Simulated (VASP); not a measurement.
# Zn (P6_3/mmc) in VASP: notebook

Zn is run at these levels: PBE; tasks: single point, relaxation of cell and atoms.

Everything below comes from runs of VASP 6.6.1. Logs are shortened: lines on timing, memory, paths and dates and some standing lists are left out, and cuts for length are marked.

## Step 1: The cell of the first run

The structure is hexagonal, space group P6_3/mmc (No. 194). The conventional cell has a = 2.654 Å, b = 2.654 Å, c = 4.978 Å, α = 90.00°, β = 90.00°, γ = 120.00°. Within 3.5 Å of Zn (site symmetry -6m2) lie 12 Zn at 2.65 to 2.92 Å.

## Step 2: Single point, PBE

Input file INCAR:

```
SYSTEM = Zn
  PREC = Accurate
  ENCUT = 520
  EDIFF = 1E-6
  ISMEAR = -1
  SIGMA = 0.05
  LREAL = .FALSE.
  LASPH = .TRUE.
  NELM = 60
  ALGO = Normal
  ISIF = 2
  LWAVE = .FALSE.
  LCHARG = .TRUE.
  GGA = PE
  LELF = .TRUE.
  LVHAR = .TRUE.
  NBANDS = 19
```

Input file KPOINTS:

```
Automatic mesh
0
G
  10 10 5
  0 0 0
```

Input file POSCAR:

```
Zn
1.0
    2.6541689645      0.0000000000      0.0000000000
   -1.3270844823      2.2985777492      0.0000000000
    0.0000000000      0.0000000000      4.9784429866
Zn
2
Direct
    0.3333333333      0.6666666667      0.2500000000
    0.6666666667      0.3333333333      0.7500000000
```

Potentials or basis: VASP PAW PBE potentials, release 64 (Zn).

Command:

```
$ cat potpaw_PBE.64/Zn/POTCAR > POTCAR
$ mpirun -np 1 vasp_std > vasp.out
```

OUTCAR:

```text
SYSTEM = Zn
   PREC = Accurate
   ENCUT = 520
   EDIFF = 1E-6
   ISMEAR = -1
   LREAL = .FALSE.
   LASPH = .TRUE.
   NELM = 60
   ISIF = 2
   GGA = PE

 ion  position               nearest neighbor table
   1  0.333  0.667  0.250-   2 2.92   2 2.92   2 2.92   2 2.92   2 2.92   2 2.92
   2  0.667  0.333  0.750-   1 2.92   1 2.92   1 2.92   1 2.92   1 2.92   1 2.92

  LATTYP: Found a hexagonal cell.
 ALAT       =     2.6541689645
 C/A-ratio  =     1.8757068797

  Lattice vectors:

 A1 = (   2.6541689645,   0.0000000000,   0.0000000000)
 A2 = (  -1.3270844823,   2.2985777492,   0.0000000000)
 A3 = (   0.0000000000,   0.0000000000,   4.9784429866)

Analysis of symmetry for initial positions (statically):
=====================================================================
 Subroutine PRICEL returns:
 Original cell was already a primitive cell.

 Routine SETGRP: Setting up the symmetry group for a
 hexagonal supercell.

 Subroutine GETGRP returns: Found 24 space group operations
 (whereof 12 operations were pure point group operations)
 out of a pool of 24 trial point group operations.

The static configuration has the point symmetry D_3d.
 The point group associated with its full space group is D_6h.

Analysis of symmetry for dynamics (positions and initial velocities):
=====================================================================
 Subroutine PRICEL returns:
 Original cell was already a primitive cell.

 Routine SETGRP: Setting up the symmetry group for a
 hexagonal supercell.

 Subroutine GETGRP returns: Found 24 space group operations
 (whereof 12 operations were pure point group operations)
 out of a pool of 24 trial point group operations.

The dynamic configuration has the point symmetry D_3d.
 The point group associated with its full space group is D_6h.

 Subroutine INISYM returns: Found 24 space group operations
 (whereof 12 operations are pure point group operations),
 and found     1 'primitive' translations

----------------------------------------------------------------------------------------

                                     Primitive cell

  volume of cell :      30.3726

  direct lattice vectors                    reciprocal lattice vectors
     2.654168965  0.000000000  0.000000000     0.376765765  0.217525816  0.000000000
    -1.327084482  2.298577749  0.000000000     0.000000000  0.435051632  0.000000000
     0.000000000  0.000000000  4.978442987     0.000000000  0.000000000  0.200866014

[... 81 lines left out ...]
   ENCUT  =  520.0 eV  38.22 Ry    6.18 a.u.   4.93  4.93  9.26*2*pi/ulx,y,z
   NELM   =     60;   NELMIN=  2; NELMDL= -5     # of ELM steps
   EDIFF  = 0.1E-05   stopping-criterion for ELM
   LREAL  =      F    real-space projection
   EDIFFG = 0.1E-04   stopping-criterion for IOM
   NSW    =      0    number of steps for IOM
   IBRION =     -1    ionic relax: 0-MD 1-quasi-New 2-CG
   NFREE  =      0    steps in history (QN), initial steepest desc. (CG)
   ISIF   =      2    stress and relaxation
   ISYM   =      2    0-nonsym 1-usesym 2-fastsym
   POTIM  = 0.5000    time-step for ionic-motion
   TEBEG  =    0.0;   TEEND  =   0.0 temperature during run
   PSTRESS=    0.0 pullay stress
   NELECT =      24.0000    total number of electrons
   NUPDOWN=      -1.0000    fix difference up-down
   EMIN   =  10.00;   EMAX   =-10.00  energy-range for DOS
   EFERMI =   0.00;   METHOD = LEGACY
   ISMEAR =    -1;   SIGMA  =   0.05  broadening in eV -4-tet -1-fermi 0-gaus
   EFERMI_NEDOS =   21; number of points for ismear=-14 and -15
   IALGO  =     38    algorithm
   IMIX   =      4    mixing-type and parameters
     AMIX     =   0.40;   BMIX     =  1.00
     AMIX_MAG =   1.60;   BMIX_MAG =  1.00
  volume/ion in A,a.u.               =      15.19       102.48
  Fermi-wavevector in a.u.,A,eV,Ry     =   1.513508  2.860116 31.166966  2.290707
  Thomas-Fermi vector in A             =   2.623290
   LORBIT       =      0    0 simple, 1 ext, 2 COOP (PROOUT), +10 PAW based schemes
   GGA     = PE    functional components
   LHFCALC =     F    Hartree Fock is set to
   AEXX    =    0.0000 exact exchange contribution
   IVDW    =     0    specifies the selected vdW correction
   LEPSILON=     F    determine dielectric tensor
   LRPA    =     F    only Hartree local field effects (RPA)
 non-spin polarized calculation
  energy-cutoff  :      520.00
  volume of cell :       30.37
 maximum number of plane-waves:       839
 NGX is ok and might be reduce to    20
   NGX =  9   NGY =  9   NGZ = 19

 number of electron      24.0000022 magnetization

 Free energy of the ion-electron system (eV)
  ---------------------------------------------------
  ext. energy  EPLUGINS =         0.00000000
  ---------------------------------------------------
  free energy    TOTEN  =        -2.23190767 eV

  energy without entropy =       -2.22946107  energy(sigma->0) =       -2.23068437

 E-fermi :   2.9123     XC(G=0): -11.5570

 val. band max:        2.8027661011   @ k =   0.3000   0.0000   0.0000
 cond. band min:       3.1159294472   @ k =   0.4000   0.0000   0.0000
 fundamental gap:      0.3131633461
 Fermi energy:         2.9123323190

 k-point     1 :       0.0000    0.0000    0.0000
  band No.  band energies     occupation
      1      -7.2936      2.00000
      2      -5.5154      2.00000
      3      -4.8147      2.00000
      4      -4.5687      2.00000
      5      -4.5687      2.00000
      6      -4.5212      2.00000
[... 505 lines left out ...]
      6      -4.2944      2.00000
[... 11 lines left out ...]
     18      15.0293      0.00000
     19      19.1786      0.00000

 [... further k-points ...]

------------------------ aborting loop because EDIFF is reached ----------------------------------------

  FORCE on cell =-STRESS in cart. coord.  units (eV):
  Direction    XX          YY          ZZ          XY          YZ          ZX
  --------------------------------------------------------------------------------------
  -------------------------------------------------------------------------------------
  Total        0.0810149      0.0810149      0.0381955     -0.0000000      0.0000000     -0.0000000
  in kB        4.2736029      4.2736029      2.0148432     -0.0000000      0.0000000     -0.0000000
  external PRESSURE =       3.5206830 kB  Pullay stress =       0.0000000 kB

 VOLUME and BASIS-vectors are now :
 -----------------------------------------------------------------------------
  energy-cutoff  :      520.00
  volume of cell :       30.37
      direct lattice vectors                 reciprocal lattice vectors
     2.654168965  0.000000000  0.000000000     0.376765765  0.217525816  0.000000000
    -1.327084482  2.298577749  0.000000000     0.000000000  0.435051632  0.000000000
     0.000000000  0.000000000  4.978442987     0.000000000  0.000000000  0.200866014

 POSITION                                       TOTAL-FORCE (eV/Angst)
 -----------------------------------------------------------------------------------
     -0.00000      1.53239      1.24461        -0.000000      0.000000      0.000000
      1.32708      0.76619      3.73383         0.000000      0.000000      0.000000
 -----------------------------------------------------------------------------------
    total drift:                                0.000000     -0.000000      0.000000

  FREE ENERGIE OF THE ION-ELECTRON SYSTEM (eV)
  ---------------------------------------------------
  free  energy   TOTEN  =        -2.2319076703 eV

  energy  without entropy=       -2.2294610741  energy(sigma->0) =       -2.23068437
```

OSZICAR:

```text
N       E                     dE             d eps       ncg     rms          rms(c)
DAV:   1     0.113766244794E+03    0.11377E+03   -0.12259E+04  1636   0.200E+03
DAV:   2     0.270766611642E+01   -0.11106E+03   -0.10717E+03  1613   0.298E+02
DAV:   3    -0.241121851019E+01   -0.51189E+01   -0.50977E+01  1767   0.699E+01
DAV:   4    -0.244211198430E+01   -0.30893E-01   -0.30886E-01  1806   0.565E+00
DAV:   5    -0.244215060333E+01   -0.38619E-04   -0.38619E-04  1751   0.180E-01    0.399E+00
DAV:   6    -0.224528957829E+01    0.19686E+00   -0.77412E-01  1790   0.185E+01    0.299E+00
DAV:   7    -0.223630622528E+01    0.89834E-02   -0.26245E-02  1993   0.271E+00    0.154E+00
DAV:   8    -0.223189278580E+01    0.44134E-02   -0.18159E-03  2164   0.646E-01    0.474E-02
DAV:   9    -0.223190432536E+01   -0.11540E-04   -0.23228E-04  2164   0.193E-01    0.350E-02
DAV:  10    -0.223190783556E+01   -0.35102E-05   -0.21741E-05  1706   0.534E-02    0.287E-03
DAV:  11    -0.223190767029E+01    0.16527E-06   -0.80921E-08  1005   0.352E-03
   1 F= -.22319077E+01 E0= -.22306844E+01  d E =-.244660E-02
```

stdout:

```text
POSCAR found type information on POSCAR Zn
 POSCAR found :  1 types and       2 ions
 scaLAPACK will be used
 LDA part: xc-table for (Slater+PW92), standard interpolation
 POSCAR, INCAR and KPOINTS ok, starting setup
 FFT: planning ... GRIDC
 FFT: planning ... GRID_SOFT
 FFT: planning ... GRID
 WAVECAR not read
 entering main loop
```

Wall time 16 s (1 thread of Intel Xeon Platinum 8124M at 3.00GHz (Skylake/Cascade Lake), shared host); peak memory 0.15 GiB.

What came out:

* Free energy: -2.2319 eV
* Pressure: 0.4 GPa
* Band gap on the k mesh: zero (bands 12 and 13 overlap by 4.28 eV)

Stress tensor (GPa, compression positive):
```
0.43 0.00 0.00
0.00 0.43 0.00
0.00 0.00 0.20
```

Levels at points of the mesh, in eV from the Fermi level:
```tsv
k point	band 10	band 11	band 12	band 13	band 14	band 15
(0.00, 0.00, 0.00)	-6.89	-6.89	-3.48	-2.95	13.50	17.20
(0.50, 0.00, 0.00)	-6.69	-2.60	-1.91	2.77	3.76	4.25
```

## Step 3: Relaxation of cell and atoms, PBE

This run uses another cell than the first one, of 15.33 Å³/atom.

Input file INCAR:

```
SYSTEM = Zn
PREC = Accurate
ENCUT = 600
EDIFF = 1E-7
ISMEAR = -1
SIGMA = 0.05
LREAL = .False.
LASPH = .True.
NELM = 100
ALGO = Normal
ISIF = 3
LWAVE = .False.
LCHARG = .False.
GGA = PE
IBRION = 2
NSW = 80
EDIFFG = -0.01
```

Input file KPOINTS:

```
regular mesh
0
Gamma
  10 10 5
  0 0 0
```

Input file POSCAR:

```
Zn
1.0
    2.6700000000      0.0000000000      0.0000000000
   -1.3350000000      2.3122878281      0.0000000000
    0.0000000000      0.0000000000      4.9660000000
Zn
2
Direct
    0.3333333333      0.6666666667      0.2500000000
    0.6666666667      0.3333333333      0.7500000000
```

Potentials or basis: VASP PAW PBE potentials, release 64 (Zn).

Command:

```
$ cat potpaw_PBE.64/Zn/POTCAR > POTCAR
$ mpirun -np 1 vasp_std > vasp.out
```

It took 54 s on 1 thread of Intel Xeon Platinum 8124M at 3.00GHz (Skylake/Cascade Lake), shared host; peak memory 0.17 GiB.

The run converged. Its results:

* Free energy: -2.2316 eV
* Relaxed volume: 15.24 Å³/atom
* Relaxed cell: a = 2.658 Å, b = 2.658 Å, c = 4.982 Å, α = 90.00°, β = 90.00°, γ = 120.00°
* Space group after relaxing (to 0.1 Å): P6_3/mmc (No. 194)
* Energy gained by relaxing: 0.4 meV/atom
* Ionic steps: 5
* Pressure after relaxing: 0.0 GPa
* Band gap on the k mesh: zero (bands 12 and 13 overlap by 4.27 eV)

The path:
```csv
step,energy change (eV),largest force (eV/Å),pressure (GPa),volume (Å³)
1,0.0000,0.0000,-0.58,30.66
2,-0.0008,0.0000,0.11,30.41
3,-0.0008,0.0000,0.10,30.42
4,-0.0008,0.0000,0.06,30.45
5,-0.0008,0.0000,0.00,30.48
```

Final structure:
```yaml
crystal:
  lattice:
    - [2.65798, 0.00000, 0.00000]
    - [-1.32899, 2.30188, 0.00000]
    - [0.00000, 0.00000, 4.98200]
  atoms:
    - { symbol: Zn, position: [0.33333, 0.66667, 0.25000] }
    - { symbol: Zn, position: [0.66667, 0.33333, 0.75000] }
```

Levels at points of the mesh, in eV from the Fermi level:
```tsv
k point	band 10	band 11	band 12	band 13	band 14	band 15
(0.00, 0.00, 0.00)	-6.90	-6.90	-3.46	-2.95	13.48	17.17
(0.50, 0.00, 0.00)	-6.69	-2.60	-1.91	2.76	3.75	4.23
```

The gap in the log of VASP goes by the Fermi energy; the results here count the filled bands.